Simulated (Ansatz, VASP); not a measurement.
**Two plane-wave programs on CdF2**

```
Cd F
1.0
     0.00000    2.85371    2.93105
     2.85371    0.00000    2.93105
     2.85371    2.85371    0.00000
Cd F
1 2
Direct
  0.00000 0.00000 0.00000
  0.25000 0.25000 0.25000
  0.75000 0.75000 0.75000
```

Alike in both runs: task single point; functional PBE; k mesh 8 × 8 × 8; occupations gaussian, width 0.05 eV; no spin polarisation.

|  | VASP | Ansatz |
| --- | --- | --- |
| version | VASP 6.6.1 | Ansatz 0.2.0 |
| potentials or method | VASP PAW PBE potentials, release 64 (Cd, F), cutoff 520 eV | scalar-relativistic, plane waves, PAW |
| valence electrons in the cell | 26 | 34 |

|  | VASP | Ansatz | Ansatz less VASP |
| --- | --- | --- | --- |
| gap on the k mesh at the Fermi level (eV) | 2.34 | 2.36 | +0.023 |
| least direct gap on the mesh (eV) | 2.89 | 2.91 | +0.026 |
| pressure (GPa) | -9.5 | -9.7 | -0.18 |
| traceless stress, the component that is largest in VASP (GPa) | -1.63 | -1.65 | -0.016 |

VASP's potentials hold 26 valence electrons a cell and Ansatz's 34, so a difference there can come from the potentials and not from the codes.
